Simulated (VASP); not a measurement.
# TiO2 (C2/m) in VASP: notebook

Aim: see how the results for TiO2 move with the level of theory and the settings. Levels: LDA+U, b88 exchange, pbe correlation. Tasks: single point.

Program: VASP 6.6.1. These are calculated values, not measurements. Logs are shortened: lines on timing, memory, paths and dates and some standing lists are left out, and cuts for length are marked.

## (1) The cell of the first run

The structure is monoclinic, space group C2/m (No. 12). The conventional cell has a = 12.122 Å, b = 3.719 Å, c = 6.478 Å, α = 90.00°, β = 106.96°, γ = 90.00°. Within 2.4 Å of Ti (site symmetry m) lie 6 O at 1.84 to 2.10 Å. Within 2.3 Å of Ti (site symmetry m) lie 6 O at 1.76 to 2.26 Å. Within 2.5 Å of O (site symmetry m) lie 3 Ti at 1.92 to 1.99 Å and 2 O at 2.48 Å. O (site symmetry m) has 4 Ti at 1.94 to 2.26 Å and 5 O at 2.48 to 2.64 Å within 2.7 Å. O (site symmetry m) has 2 Ti at 1.76 to 1.84 Å within 2.3 Å. O (site symmetry m) has 3 Ti at 1.85 to 2.08 Å and 2 O at 2.48 to 2.60 Å within 2.6 Å.

## (2) Single point, LDA+U

Contents of INCAR:

```
SYSTEM = TiO2
  PREC = Accurate
  ENCUT = 600
  EDIFF = 1E-6
  ISMEAR = -1
  SIGMA = 0.05
  LREAL = .FALSE.
  LASPH = .TRUE.
  NELM = 200
  ALGO = Normal
  ISIF = 2
  LWAVE = .FALSE.
  LCHARG = .FALSE.
  LMAXMIX = 4
  LDAU = .TRUE.
  LDAUTYPE = 2
  LDAUL = 2 -1
  LDAUU = 3 0
  LDAUJ = 0 0
  LDAUPRINT = 1
  NBANDS = 60
  GGA_COMPAT = .FALSE.
  KPAR = 4
```

Contents of KPOINTS:

```
regular mesh
0
G
  8 8 4
  0 0 0
```

Contents of POSCAR:

```
TiO2
1.0
    6.0612477127     -1.8596691187      0.0047336204
    6.0612477127      1.8596691187      0.0047336204
   -1.8945245859      0.0000000000      6.1949329990
Ti O
4 8
Direct
    0.8989850468      0.8989850468      0.2924650302
    0.1954619299      0.1954619299      0.2850676987
    0.1010149532      0.1010149532      0.7075349698
    0.8045380701      0.8045380701      0.7149323013
    0.3608779895      0.3608779895      0.2943315279
    0.2627897585      0.2627897585      0.6499859103
    0.8667963930      0.8667963930      0.9963113788
    0.7372102415      0.7372102415      0.3500140897
    0.9412416182      0.9412416182      0.6276019690
    0.1332036070      0.1332036070      0.0036886212
    0.6391220105      0.6391220105      0.7056684721
    0.0587583818      0.0587583818      0.3723980310
```

Potentials or basis: VASP PAW LDA potentials, release 64 (Ti_sv, O).

The run is started by

```console
$ cat potpaw_LDA.64/Ti_sv/POTCAR potpaw_LDA.64/O/POTCAR > POTCAR
$ mpirun -np 4 vasp_std > vasp.out
```

OUTCAR:

```text
SYSTEM = TiO2
   PREC = Accurate
   ENCUT = 600
   EDIFF = 1E-6
   ISMEAR = -1
   LREAL = .FALSE.
   LASPH = .TRUE.
   NELM = 200
   ISIF = 2

 ion  position               nearest neighbor table
   1  0.899  0.899  0.292-   7 1.84  12 1.85   5 1.92   5 1.92   9 2.08   8 2.10
   2  0.195  0.195  0.285-  10 1.76  12 1.90   8 1.94   8 1.94   5 1.99   6 2.26
   3  0.101  0.101  0.708-  10 1.84   9 1.85  11 1.92  11 1.92  12 2.08   6 2.10
   4  0.805  0.805  0.715-   7 1.76   9 1.90   6 1.94   6 1.94  11 1.99   8 2.26
   5  0.361  0.361  0.294-   1 1.92   1 1.92   2 1.99
   6  0.263  0.263  0.650-   4 1.94   4 1.94   3 2.10   2 2.26
   7  0.867  0.867  0.996-   4 1.76   1 1.84
   8  0.737  0.737  0.350-   2 1.94   2 1.94   1 2.10   4 2.26
   9  0.941  0.941  0.628-   3 1.85   4 1.90   1 2.08
  10  0.133  0.133  0.004-   2 1.76   3 1.84
  11  0.639  0.639  0.706-   3 1.92   3 1.92   4 1.99
  12  0.059  0.059  0.372-   1 1.85   2 1.90   3 2.08

  LATTYP: Found a base centered monoclinic cell.
 ALAT       =    12.1224991222
 B/A-ratio  =     0.3068128279
 C/A-ratio  =     0.5343905764
 COS(beta)  =    -0.2917015185

  Lattice vectors:

 A1 = (   6.0612477127,  -1.8596691187,   0.0047336204)
 A2 = (   6.0612477127,   1.8596691187,   0.0047336204)
 A3 = (  -1.8945245859,   0.0000000000,   6.1949329990)

Analysis of symmetry for initial positions (statically):
=====================================================================
 Subroutine PRICEL returns:
 Original cell was already a primitive cell.

 Routine SETGRP: Setting up the symmetry group for a
 base centered monoclinic supercell.

 Subroutine GETGRP returns: Found  4 space group operations
 (whereof  4 operations were pure point group operations)
 out of a pool of  4 trial point group operations.

The static configuration has the point symmetry C_2h.

Analysis of symmetry for dynamics (positions and initial velocities):
=====================================================================
[... 170 lines left out ...]
   NGX = 25   NGY = 25   NGZ = 25

atom =   1  type =  1  l = 2

 onsite density matrix

spin component  1
[... 116 lines left out ...]
  o =  0.0979  v = -0.9523  0.3052  0.0000 -0.0000 -0.0000  0.0000  0.0000  0.0000  0.0000  0.0000      0.0000  0.0000  0.0000  0.0000  0.0000  0.0000  0.0000  0.0000  0.0000  0.0000
  o =  0.0979  v =  0.0000  0.0000  0.0000  0.0000  0.0000 -0.9523  0.3052  0.0000 -0.0000 -0.0000      0.0000  0.0000  0.0000  0.0000  0.0000  0.0000  0.0000  0.0000  0.0000  0.0000
  o =  0.1332  v =  0.0000 -0.0000  0.1927 -0.9660 -0.1724  0.0000  0.0000  0.0000  0.0000  0.0000      0.0000  0.0000  0.0000  0.0000  0.0000  0.0000  0.0000  0.0000  0.0000  0.0000
  o =  0.1332  v =  0.0000  0.0000  0.0000  0.0000  0.0000  0.0000 -0.0000  0.1927 -0.9660 -0.1724      0.0000  0.0000  0.0000  0.0000  0.0000  0.0000  0.0000  0.0000  0.0000  0.0000
  o =  0.1461  v =  0.0000  0.0000  0.0000  0.0000  0.0000 -0.3052 -0.9523 -0.0000  0.0000  0.0000      0.0000  0.0000  0.0000  0.0000  0.0000  0.0000  0.0000  0.0000  0.0000  0.0000
  o =  0.1461  v = -0.3052 -0.9523 -0.0000  0.0000  0.0000  0.0000  0.0000  0.0000  0.0000  0.0000      0.0000  0.0000  0.0000  0.0000  0.0000  0.0000  0.0000  0.0000  0.0000  0.0000
  o =  0.2464  v =  0.0000 -0.0000 -0.2410  0.1237 -0.9626  0.0000  0.0000  0.0000  0.0000  0.0000      0.0000  0.0000  0.0000  0.0000  0.0000  0.0000  0.0000  0.0000  0.0000  0.0000
  o =  0.2464  v =  0.0000  0.0000  0.0000  0.0000  0.0000  0.0000 -0.0000 -0.2410  0.1237 -0.9626      0.0000  0.0000  0.0000  0.0000  0.0000  0.0000  0.0000  0.0000  0.0000  0.0000
  o =  0.2747  v =  0.0000  0.0000  0.0000  0.0000  0.0000  0.0000 -0.0000  0.9512  0.2271 -0.2090      0.0000  0.0000  0.0000  0.0000  0.0000  0.0000  0.0000  0.0000  0.0000  0.0000
  o =  0.2747  v =  0.0000 -0.0000  0.9512  0.2271 -0.2090  0.0000  0.0000  0.0000  0.0000  0.0000      0.0000  0.0000  0.0000  0.0000  0.0000  0.0000  0.0000  0.0000  0.0000  0.0000

 number of electron      95.9999999 magnetization

 Free energy of the ion-electron system (eV)
  ---------------------------------------------------
  ext. energy  EPLUGINS =         0.00000000
  ---------------------------------------------------
  free energy    TOTEN  =      -108.87344929 eV

  energy without entropy =     -108.87344929  energy(sigma->0) =     -108.87344929

 E-fermi :   4.1150     XC(G=0): -11.1257

 val. band max:        2.8067016721   @ k =  -0.3750   0.2500   0.5000
 cond. band min:       6.0077024360   @ k =   0.0000   0.0000   0.0000
 fundamental gap:      3.2010007639
 Fermi energy:         4.1150135052

 k-point     1 :       0.0000    0.0000    0.0000
  band No.  band energies     occupation
      1     -53.2069      2.00000
      2     -53.1899      2.00000
      3     -53.1006      2.00000
      4     -53.0919      2.00000
      5     -30.0379      2.00000
      6     -29.9853      2.00000
[... 1501 lines left out ...]
     59       7.9043      0.00000
     60       7.9649      0.00000

 [... further k-points ...]
[... 5 lines left out ...]
  --------------------------------------------------------------------------------------
  -------------------------------------------------------------------------------------
  Total        3.6181158      3.5666826      4.1938528      0.0000000      0.0000000      0.2381952
  in kB       41.4977939     40.9078832     48.1011802      0.0000000      0.0000000      2.7319679
  external PRESSURE =      43.5022858 kB  Pullay stress =       0.0000000 kB

 VOLUME and BASIS-vectors are now :
 -----------------------------------------------------------------------------
  energy-cutoff  :      600.00
  volume of cell :      139.69
      direct lattice vectors                 reciprocal lattice vectors
     6.061247713 -1.859669119  0.004733620     0.082471569 -0.268865034  0.025221325
     6.061247713  1.859669119  0.004733620     0.082471569  0.268865034  0.025221325
    -1.894524586  0.000000000  6.194932999    -0.000126035  0.000000000  0.161383702

 POSITION                                       TOTAL-FORCE (eV/Angst)
 -----------------------------------------------------------------------------------
     10.34386      0.00000      1.82031        -0.240113      0.000000      0.187329
      1.82942      0.00000      1.76783         0.109065      0.000000      0.562807
     -0.11589      0.00000      4.38409         0.240113      0.000000     -0.187329
      8.39855      0.00000      4.43657        -0.109065      0.000000     -0.562807
      3.81712      0.00000      1.82678         0.124496      0.000000     -0.016501
      1.95425      0.00000      4.02911         0.083692      0.000000     -0.046130
      8.62020      0.00000      6.18029         0.128117      0.000000      0.298603
      8.27372      0.00000      2.17529        -0.083692      0.000000      0.046130
     10.22119      0.00000      3.89686        -0.147138      0.000000     -0.022594
      1.60777      0.00000      0.02411        -0.128117      0.000000     -0.298603
      6.41085      0.00000      4.37762        -0.124496      0.000000      0.016501
      0.00678      0.00000      2.30754         0.147138      0.000000      0.022594
 -----------------------------------------------------------------------------------
    total drift:                                0.000000     -0.000000     -0.000000

  FREE ENERGIE OF THE ION-ELECTRON SYSTEM (eV)
  ---------------------------------------------------
  free  energy   TOTEN  =      -108.8734492874 eV

  energy  without entropy=     -108.8734492874  energy(sigma->0) =     -108.87344929
```

stdout:

```text
POSCAR found type information on POSCAR TiO
 POSCAR found :  2 types and      12 ions
 scaLAPACK will be used
 LDA part: xc-table for (Slater(with rela. corr.)+CA(PZ))
 , standard interpolation
 POSCAR, INCAR and KPOINTS ok, starting setup
 FFT: planning ... GRIDC
 FFT: planning ... GRID_SOFT
 FFT: planning ... GRID
 WAVECAR not read
 entering main loop
```

Wall time 6.8 min (4 MPI ranks of Intel Xeon Platinum 8375C at 2.90GHz (Ice Lake), shared host); peak memory 0.7 GiB.

Results:

| Quantity | Value |
| --- | --- |
| Free energy | -108.8734 eV |
| Pressure | 4.4 GPa |
| Largest force | 0.573 eV/Å |
| Band gap on the k mesh | 3.20 eV (least direct gap 3.41 eV) |

Forces in eV/Å, atoms in the order of the input:
```
Ti  -0.240  0.000  0.187
Ti   0.109  0.000  0.563
Ti   0.240  0.000 -0.187
Ti  -0.109  0.000 -0.563
O    0.124  0.000 -0.017
O    0.084  0.000 -0.046
O    0.128  0.000  0.299
O   -0.084  0.000  0.046
O   -0.147  0.000 -0.023
O   -0.128  0.000 -0.299
O   -0.124  0.000  0.017
O    0.147  0.000  0.023
```

Stress tensor (GPa, compression positive):
```
4.15 0.00 0.27
0.00 4.09 0.00
0.27 0.00 4.81
```

Levels at points of the mesh, in eV from the valence-band top:
```
           k point  band 44  band 45  band 46  band 47  band 48  band 49  band 50  band 51  band 52  band 53
(0.00, 0.00, 0.00)    -0.89    -0.84    -0.76    -0.40    -0.22     3.20     3.52     3.69     3.78     3.84
(0.50, 0.00, 0.00)    -1.05    -0.92    -0.54    -0.22    -0.13     3.51     3.58     4.05     4.07     4.37
(0.50, 0.50, 0.00)    -0.98    -0.96    -0.64    -0.44    -0.13     3.35     3.40     3.82     3.96     4.02
(0.00, 0.00, 0.50)    -0.80    -0.71    -0.69    -0.62    -0.49     3.29     3.55     3.70     3.80     3.90
(0.50, 0.00, 0.50)    -0.89    -0.76    -0.57    -0.10    -0.02     3.60     3.66     3.87     4.12     4.22
(0.50, 0.50, 0.50)    -1.13    -1.02    -0.39    -0.25    -0.24     3.43     3.60     3.72     3.84     3.90
```

Eigenvalues of the final occupation matrices:
```csv
site,spin,trace,eigenvalues
site 1 d,1,0.88,0.11 0.12 0.13 0.25 0.26
site 1 d,2,0.88,0.11 0.12 0.13 0.25 0.26
site 2 d,1,0.90,0.10 0.13 0.15 0.25 0.27
site 2 d,2,0.90,0.10 0.13 0.15 0.25 0.27
site 3 d,1,0.88,0.11 0.12 0.13 0.25 0.26
site 3 d,2,0.88,0.11 0.12 0.13 0.25 0.26
site 4 d,1,0.90,0.10 0.13 0.15 0.25 0.27
site 4 d,2,0.90,0.10 0.13 0.15 0.25 0.27
```

Caveat: the cell stands under pressure.

[end of part 1 of 2]
